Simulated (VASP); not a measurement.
The system is AlP.

```
CELL_PARAMETERS angstrom
0.00000 2.72550 2.72550
2.72550 0.00000 2.72550
2.72550 2.72550 0.00000
ATOMIC_POSITIONS crystal
Al 0.00000 0.00000 0.00000
P 0.75000 0.75000 0.75000
```

Base run:

* Program: VASP 6.6.1
* Functional: RPBE
* Potentials or basis: VASP PAW PBE potentials, release 64 (Al, P)
* Cutoff: 500 eV
* k mesh: 8 × 8 × 8
* Occupations: gaussian, width 0.05 eV
* Spin: no spin polarisation

Its results: band gap on the k mesh 1.65 eV, indirect (least direct gap 3.49 eV); pressure 4.2 GPa.

Question: After a change of settings the same cell gave: band gap on the k mesh 1.57 eV, indirect (least direct gap 3.35 eV); pressure 0.0 GPa. Which change was it?
A. functional from RPBE to BLYP
B. functional from RPBE to PBE
C. functional from RPBE to PBE; dispersion from none to D3(BJ)

Answer: C.

Caveats: the PAW data sets were made with another functional, which shifts forces and pressure a little (some runs); three body term missing (some runs).
